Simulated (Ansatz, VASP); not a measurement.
**KCl: VASP beside Ansatz**

```xyz
2
Lattice="-0.0631 3.1245 3.1245 3.1245 -0.0631 3.1245 3.1245 3.1245 -0.0631" Properties=species:S:1:pos:R:3 pbc="T T T"
K     0.0000    0.0000    0.0000
Cl    3.0930    3.0930    3.0930
```

Change from the starting cell: equal xy, yz and zx shear strains of -2 %, crystal datasets.

Alike in both runs: task electric field gradients; functional PBEsol; k mesh 7 × 7 × 7; occupations fermi-dirac, width 0.03 eV; no spin polarisation.

|  | VASP | Ansatz |
| --- | --- | --- |
| version | VASP 6.6.1 | Ansatz 0.2.0 |
| potentials or method | VASP PAW PBE potentials, release 64 (K_sv, Cl), cutoff 520 eV | all-electron PAW with datasets made for the crystal, scalar-relativistic |

Ansatz gave:

```
gap on the k mesh at the Fermi level (eV)                     : 4.96
pressure (GPa)                                                : -0.6
traceless stress, the component that is largest in VASP (GPa) : 0.13
size of Vzz on the site where it differs most (V/Å²)          : 2.7
```

Task: What did VASP give for the same quantities?

Result: gap on the k mesh at the Fermi level (eV): 4.95; pressure (GPa): -0.5; traceless stress, the component that is largest in VASP (GPa): 0.13; size of Vzz on the site where it differs most (V/Å²): 2.6.

VASP's potentials were made for PBE, not for PBEsol. Ansatz ran all-electron here, and VASP with PAW potentials.
